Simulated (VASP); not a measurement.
Input of a VASP 6.6.1 run:

INCAR

```
PREC = Accurate
ENCUT = 600
EDIFF = 1E-6
ISMEAR = 0
SIGMA = 0.02
LREAL = False
LASPH = True
NELM = 60
ALGO = Normal
ISIF = 3
LWAVE = False
LCHARG = False
GGA = PS
IBRION = 2
NSW = 70
EDIFFG = -0.008
PSTRESS = 250.0
```

File KPOINTS:

```
Automatic mesh
0
Gamma
  12 12 4
```

POSCAR

```
BN
1.0
    2.4188870547      0.0000000000      0.0000000000
   -1.2094435274      2.0948176383      0.0000000000
    0.0000000000      0.0000000000      5.4390700582
B N
2 2
Direct
    0.3333333333      0.6666666667      0.2500000000
    0.6666666667      0.3333333333      0.7500000000
    0.3333333333      0.6666666667      0.7500000000
    0.6666666667      0.3333333333      0.2500000000
```

Potentials or basis: VASP PAW PBE potentials, release 64 (B, N).

Command:

```bash
$ cat potpaw_PBE.64/B/POTCAR potpaw_PBE.64/N/POTCAR > POTCAR
$ mpirun -np 1 vasp_std > vasp.out
```

Q: What does it give for the band gap on the k mesh?

A: 3.75 eV, indirect (least direct gap 4.26 eV).

Q: Estimate the relaxed volume.

A: 6.78 Å³/atom.

Final structure:
```
B N
1.0
     2.46925    0.00000    0.00000
    -1.23463    2.13844    0.00000
     0.00000    0.00000    5.13254
B N
2 2
Direct
  0.33333 0.66667 0.25000
  0.66667 0.33333 0.75000
  0.33333 0.66667 0.75000
  0.66667 0.33333 0.25000
```

Caveat: the cell is relaxed towards a set pressure, so the enthalpy falls and the energy may rise; the PAW data sets were made with another functional, which shifts forces and pressure a little. A k mesh can miss the band edges.
